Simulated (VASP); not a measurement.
Write the native input for VASP 6.6.1 that does the following.

```yaml
Task: single point
Functional: PBE
Dispersion: D4
Potentials_or_basis: VASP PAW PBE potentials, release 64 (Fe, O)
Cutoff: 520 eV
k_mesh: 11 × 11 × 11
Occupations: fermi-dirac, width 0.05 eV
Spin: collinear spin, ferromagnetic start
Starting_moments: "[3.0, 0.0] μB"
Dipole_correction: no
Further_INCAR_settings: ALGO = Normal; EDIFF = 1e-06; NBANDS = 18
```

The structure of FeO lies in POSCAR:

```
FeO
1.0
    0.0000000000      2.1554000000      2.1554000000
    2.1554000000      0.0000000000      2.1554000000
    2.1554000000      2.1554000000      0.0000000000
Fe O
1 1
Direct
    0.0000000000      0.0000000000      0.0000000000
    0.5000000000      0.5000000000      0.5000000000
```

The input as run:

INCAR

```
SYSTEM = FeO
  PREC = Accurate
  ENCUT = 520
  EDIFF = 1E-6
  ISMEAR = -1
  SIGMA = 0.05
  LREAL = .FALSE.
  LASPH = .TRUE.
  NELM = 150
  ALGO = Normal
  ISIF = 2
  LWAVE = .FALSE.
  LCHARG = .FALSE.
  ISPIN = 2
  MAGMOM = 3 0
  LORBIT = 11
  LMAXMIX = 4
  GGA = PE
  IVDW = 13
  NBANDS = 18
```

KPOINTS

```
Automatic mesh
0
G
  11 11 11
  0 0 0
```

Potentials or basis: VASP PAW PBE potentials, release 64 (Fe, O).

The run is started by

```sh
$ cat potpaw_PBE.64/Fe/POTCAR potpaw_PBE.64/O/POTCAR > POTCAR
$ mpirun -np 1 vasp_std > vasp.out
```

Results of the run:

```
Pressure                                              : -4.5 GPa
Band gap on the k mesh                                : zero (filled and empty bands overlap)
Net moment                                            : 4.00 μB per cell
Site moments                                          : Fe +3.62; O +0.30 μB
Valence electrons inside the program's atomic spheres : Fe 6.73; O 4.99
Dispersion energy per atom                            : -0.336 eV
```

Caveat: the cell stands under tension; a cell with one magnetic atom can't hold antiferromagnetic order, which such compounds often take; semilocal functionals often make such compounds metallic where correlation or magnetic order opens a gap, which also shifts bond lengths.

Run time: 81 s on 1 thread of Intel Xeon 8259CL, on a shared host, peak memory 0.17 GiB.
